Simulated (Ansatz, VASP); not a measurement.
## WS2: VASP beside Ansatz

INCAR

```
SYSTEM = WS2
ALGO = Normal
EDIFF = 1E-6
ENCUT = 520
GGA = PE
ISIF = 2
ISMEAR = -1
LASPH = .TRUE.
LCHARG = .TRUE.
LELF = .TRUE.
LREAL = .FALSE.
LVHAR = .TRUE.
LWAVE = .FALSE.
NBANDS = 20
NELM = 60
PREC = Accurate
SIGMA = 0.05
```

Contents of KPOINTS:

```
k-points
0
G
  8 8 3
  0 0 0
```

Contents of POSCAR:

```
WS2
1.0
    3.4510389005      0.0000000000      0.0000000000
    0.0000000000      3.4510389005      0.0000000000
    0.0000000000      0.0000000000     10.8988431605
W S
1 2
Direct
    0.5000000000      0.5000000000      0.5000000000
    0.5000000000      0.5000000000      0.9155235500
    0.5000000000      0.5000000000      0.0844764500
```

File input.yaml:

```yaml
crystal:
  lattice:
    - [3.4510389005, 0.0, 0.0]
    - [0.0, 3.4510389005, 0.0]
    - [0.0, 0.0, 10.8988431605]
  atoms:
    - { symbol: W, position: [0.5, 0.5, 0.5] }
    - { symbol: S, position: [0.5, 0.5, 0.91552355] }
    - { symbol: S, position: [0.5, 0.5, 0.08447645] }
kpoints:
  mp_grid: { grid: [8, 8, 3] }
scf:
  occupations: { method: fermi_dirac, width: 0.05 }
hamiltonian:
  xc: pbe
  pseudopotentials: { kind: all_electron, lapw: { basis_error: 0.001 } }
output:
  forces: true
  stress: true
  eigenvalues: true
```

Change from the starting cell: volume scaled by 1.04.

Alike in both runs: task single point; functional PBE; k mesh 8 × 8 × 3; occupations fermi-dirac, width 0.05 eV; no spin polarisation.

|  | VASP | Ansatz |
| --- | --- | --- |
| version | VASP 6.6.1 | Ansatz 0.2.0 |
| potentials or method | VASP PAW PBE potentials, release 64 (W_sv, S), cutoff 520 eV | all-electron LAPW, scalar-relativistic |

Ansatz gave:

| Item | Value |
| --- | --- |
| gap on the k mesh at the Fermi level (eV) | none |
| pressure (GPa) | -6.3 |
| traceless stress, the component that is largest in VASP (GPa) | 10.84 |
| rms of the force components (eV/Å) | 1.007 |

Task: Which values does VASP return?

Result: gap on the k mesh at the Fermi level (eV): none; pressure (GPa): -6.5; traceless stress, the component that is largest in VASP (GPa): 10.36; rms of the force components (eV/Å): 0.860.

Atom by atom the forces differ by 0.147 eV/Å (rms over components). A gap of «none» marks a metal or a gap that the smearing closes. Ansatz ran all-electron here, and VASP with PAW potentials.

Spin-orbit coupling is off throughout.
